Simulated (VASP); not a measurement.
Here is a VASP 6.6.1 calculation.

Contents of INCAR:

```
SYSTEM = Pb
  PREC = Accurate
  ENCUT = 500
  EDIFF = 1E-6
  ISMEAR = 0
  SIGMA = 0.1
  LREAL = .FALSE.
  LASPH = .TRUE.
  NELM = 120
  ALGO = Normal
  ISIF = 2
  LWAVE = .FALSE.
  LCHARG = .TRUE.
  GGA = PE
  LELF = .TRUE.
  LVHAR = .TRUE.
  NBANDS = 13
  GGA_COMPAT = .FALSE.
```

File KPOINTS:

```
Automatic mesh
0
G
  6 6 6
  0 0 0
```

Contents of POSCAR:

```
Pb
1.0
    0.0000000000      2.4698000000      2.4698000000
    2.4698000000      0.0000000000      2.4698000000
    2.4698000000      2.4698000000      0.0000000000
Pb
1
Direct
    0.0000000000      0.0000000000      0.0000000000
```

Potentials or basis: VASP PAW PBE potentials, release 64 (Pb_d).

The run is started by

```console
$ cat potpaw_PBE.64/Pb_d/POTCAR > POTCAR
$ mpirun -np 1 vasp_std > vasp.out
```

Problem. What does it give for the band gap on the k mesh?

Solution. Zero (bands 7 and 8 overlap by 9.03 eV).

Problem. Predict the pressure.

Solution. 3.6 GPa.

Caveat: the k points lie up to 0.37 Å⁻¹ apart, too coarse for converged energies and pressures of a metal; spin-orbit coupling is left out, which moves the levels of the heavy elements.
